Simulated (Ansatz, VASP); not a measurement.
## CuO: VASP beside Ansatz

The input INCAR:

```
PREC = Accurate ; ENCUT = 600
EDIFF = 1E-7 ; ISMEAR = -1
SIGMA = 0.05 ; LREAL = False
LASPH = True ; NELM = 60
ALGO = Normal ; ISIF = 3
LWAVE = False ; LCHARG = False
GGA = PE ; IBRION = 2
NSW = 60 ; EDIFFG = -0.01
```

KPOINTS

```
regular mesh
0
Gamma
  10 10 5
```

File POSCAR:

```
CuO
1.0
    2.3446497600     -1.7133998200      0.0000000000
    2.3446497600      1.7133998200      0.0000000000
   -0.8605499100      0.0000000000      5.0594394800
Cu O
2 2
Direct
    0.0032000000      0.4968000000      0.0000000000
    0.4968000000      0.0032000000      0.5000000000
    0.5714000000      0.4056000000      0.2537000000
    0.4056000000      0.5714000000      0.7537000000
```

input.yaml

```yaml
crystal:
  lattice:
    - [2.34464976, -1.71339982, 0.0]
    - [2.34464976, 1.71339982, 0.0]
    - [-0.86054991, 0.0, 5.05943948]
  atoms:
    - { symbol: Cu, position: [0.0032, 0.4968, 0.0] }
    - { symbol: Cu, position: [0.4968, 0.0032, 0.5] }
    - { symbol: O, position: [0.5714, 0.4056, 0.2537] }
    - { symbol: O, position: [0.4056, 0.5714, 0.7537] }
hamiltonian:
  xc: pbe
  pseudopotentials: { kind: paw }
kpoints:
  mp_grid: { grid: [10, 10, 5] }
scf:
  occupations: { method: fermi_dirac, width: 0.05 }
output:
  forces: true
  stress: true
  eigenvalues: true
relax:
  f_tol: 0.01
  max_steps: 40
  cell: { stress_tol: 0.05 }
```

Alike in both runs: task relaxation of cell and atoms; functional PBE; k mesh 10 × 10 × 5; occupations fermi-dirac, width 0.05 eV; no spin polarisation.

```csv
,VASP,Ansatz
version,VASP 6.6.1,Ansatz 0.2.0
potentials or method,"VASP PAW PBE potentials, release 64 (Cu, O)",Ansatz PAW
plane-wave cutoff (eV),600,420
valence electrons in the cell,34,50
```

Ansatz gave:

```
gap on the k mesh at the Fermi level, each at its own relaxed structure (eV) : none
relaxed volume (Å³/atom)                                                     : 11.20
relaxed cell length with the largest relative difference (Å)                 : 5.149
```

**Question.** Estimate VASP's values.

**Answer.** gap on the k mesh at the Fermi level, each at its own relaxed structure (eV): none; relaxed volume (Å³/atom): 11.21; relaxed cell length with the largest relative difference (Å): 5.167.

A gap of «none» marks a metal or a gap that the smearing closes. VASP's potentials hold 34 valence electrons a cell and Ansatz's 50, so a difference there can come from the potentials and not from the codes.

Noted on Ansatz's run: the plane-wave basis is chosen anew once the cell has moved, so the energies of steps on either side of that aren't comparable.
